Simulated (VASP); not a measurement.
# Ta: single point with revPBE

The system is Ta.

```
Ta
1.0
     2.64021    0.00000    0.00000
     0.00000    2.64021    0.00000
     0.00000    0.00000    2.64021
Ta
1
Cartesian
  0.0000 0.0000 0.0000
```

This cell differs from its parent crystal: volume scaled by 0.88.

```json
{
  "Program": "VASP 6.6.1",
  "Task": "single point",
  "Functional": "revPBE",
  "Potentials or basis": "VASP PAW PBE potentials, release 64 (Ta_pv)",
  "Cutoff": "520 eV",
  "k mesh": "13 × 13 × 13",
  "Occupations": "fermi-dirac, width 0.1 eV",
  "Spin": "no spin polarisation"
}
```

```
Pressure : 22.9 GPa
```

Levels at points of the mesh, in eV from the Fermi level:
| k point | band 4 | band 5 | band 6 | band 7 | band 8 | band 9 |
| --- | --- | --- | --- | --- | --- | --- |
| (0.00, 0.00, 0.00) | -7.69 | -3.05 | -3.05 | 6.98 | 6.98 | 6.98 |

Wall time 15 s on 1 thread of Intel(R) Xeon(R) Platinum 8259CL CPU @ 2.50GHz (Skylake/Cascade Lake), on a shared host, peak memory 0.13 GiB.

Caveat: the PAW data sets were made with another functional, which shifts forces and pressure a little; spin-orbit coupling is left out, which moves the levels of the heavy elements.
